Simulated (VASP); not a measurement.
A run of VASP 6.6.1 is set up as follows.

Contents of INCAR:

```
SYSTEM = AlN
ALGO     = Normal         ! electronic algorithm
EDIFF    = 1E-7           ! SCF threshold, eV
ENCUT    = 520            ! plane-wave cutoff, eV
GGA      = PE             ! functional
ISIF     = 2              ! what is computed and relaxed
ISMEAR   = 0              ! smearing method
LASPH    = .TRUE.         ! aspherical terms in the spheres
LCHARG   = .FALSE.        ! write CHGCAR
LREAL    = .FALSE.        ! projectors in reciprocal space
LWAVE    = .FALSE.        ! write WAVECAR
NBANDS   = 16             ! bands
NELM     = 80             ! most SCF steps
PREC     = Accurate       ! precision mode
SIGMA    = 0.02           ! smearing width, eV
```

The input KPOINTS:

```
k-points
0
G
  9 9 6
  0 0 0
```

Contents of POSCAR:

```
AlN
1.0
    3.1883521697      0.0000000000      0.0000000000
   -1.5941760848      2.7611939752      0.0000000000
    0.0000000000      0.0000000000      5.1269294906
Al N
2 2
Direct
    0.3333333333      0.6666666667     -0.0004182775
    0.6666666667      0.3333333333      0.4995817225
    0.3333333333      0.6666666667      0.3804182775
    0.6666666667      0.3333333333      0.8804182775
```

Potentials or basis: VASP PAW PBE potentials, release 64 (Al, N).

The run is started by

```console
$ cat potpaw_PBE.64/Al/POTCAR potpaw_PBE.64/N/POTCAR > POTCAR
$ mpirun -np 1 vasp_std > vasp.out
```

Question: Predict the band gap on the k mesh.

Answer: 3.56 eV, direct.

Question: Predict the pressure.

Answer: -10.3 GPa.

Question: What does it give for the largest force?

Answer: 0.006 eV/Å.

Forces in eV/Å, atoms in the order of the input:
```
Al   0.000  0.000  0.006
Al   0.000  0.000  0.006
N    0.000  0.000 -0.006
N    0.000  0.000 -0.006
```
